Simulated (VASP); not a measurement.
BaTiO3, 5 atoms in the cell. It takes space group P4/mmm (No. 123, tetragonal). Conventional cell: a = 4.148 Å, b = 4.148 Å, c = 3.773 Å, α = 90.00°, β = 90.00°, γ = 90.00°. Within 3.8 Å of Ba (site symmetry 4/mmm) lie 12 O at 2.80 to 2.93 Å and 8 Ti at 3.49 Å and 2 Ba at 3.77 Å. Within 2.5 Å of O (site symmetry 4/mmm) lie 2 Ti at 1.89 Å. O (site symmetry mmm) has 2 Ti at 2.07 Å and 4 Ba at 2.80 Å and 8 O at 2.80 to 2.93 Å within 3.0 Å. Within 2.5 Å of Ti (site symmetry 4/mmm) lie 6 O at 1.89 to 2.07 Å. 

| Item | Value |
| --- | --- |
| Program | VASP 6.6.1 |
| Task | single point |
| Functional | LDA |
| Potentials or basis | VASP PAW LDA potentials, release 64 (Ba_sv, O, Ti_sv) |
| Cutoff | 600 eV |
| k mesh | 4 × 4 × 6 |
| Occupations | gaussian, width 0.1 eV |
| Spin | no spin polarisation |
| Dipole correction | no |
| Further INCAR settings | ALGO = Normal; EDIFF = 1e-06; NBANDS = 28 |

Potentials or basis: VASP PAW LDA potentials, release 64 (Ba_sv, O, Ti_sv).

Launch:

```bash
$ cat potpaw_LDA.64/Ba_sv/POTCAR potpaw_LDA.64/O/POTCAR potpaw_LDA.64/Ti_sv/POTCAR > POTCAR
$ mpirun -np 1 vasp_std > vasp.out
```

Hardware: 1 thread of Intel Xeon 8259CL, on a shared host.

Problem. Estimate the wall time of this run.

Solution. It took 60 s on 1 thread of Intel Xeon 8259CL, on a shared host, peak memory 0.2 GiB. Counts: scf iterations 15, k points 24.
